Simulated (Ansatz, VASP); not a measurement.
BN: VASP beside Ansatz

```
B N
1.0
     2.49307    0.00000    0.00000
    -1.24654    2.15906    0.00000
     0.00000    0.00000    4.12366
B N
2 2
Cartesian
  0.0000 1.4394 0.0017
  1.2465 0.7197 2.0636
  0.0000 1.4394 1.5446
  1.2465 0.7197 3.6065
```

Change from the starting cell: hydrostatic strain -2.0%.

Alike in both runs: task single point; functional PBE; k mesh 12 × 12 × 6; occupations fermi-dirac, width 0.02 eV; no spin polarisation.

|  | VASP | Ansatz |
| --- | --- | --- |
| version | VASP 6.6.1 | Ansatz 0.2.0 |
| potentials or method | VASP PAW PBE potentials, release 64 (B, N) | plane waves, PAW |
| plane-wave cutoff (eV) | 520 | 420 |
| valence electrons in the cell | 16 | 16 |

Ansatz gave:

| Quantity | Value |
| --- | --- |
| gap on the k mesh at the Fermi level (eV) | 5.07 |
| pressure (GPa) | 30.9 |
| traceless stress, the component that is largest in VASP (GPa) | 0.26 |
| rms of the force components (eV/Å) | 0.004 |

Question: Estimate VASP's values.

Answer: gap on the k mesh at the Fermi level (eV): 5.05; pressure (GPa): 31.4; traceless stress, the component that is largest in VASP (GPa): 0.24; rms of the force components (eV/Å): 0.005.

Atom by atom the forces differ by 0.001 eV/Å (rms over components). Both programs put the cell under a high pressure, so it lies far from rest at this level.
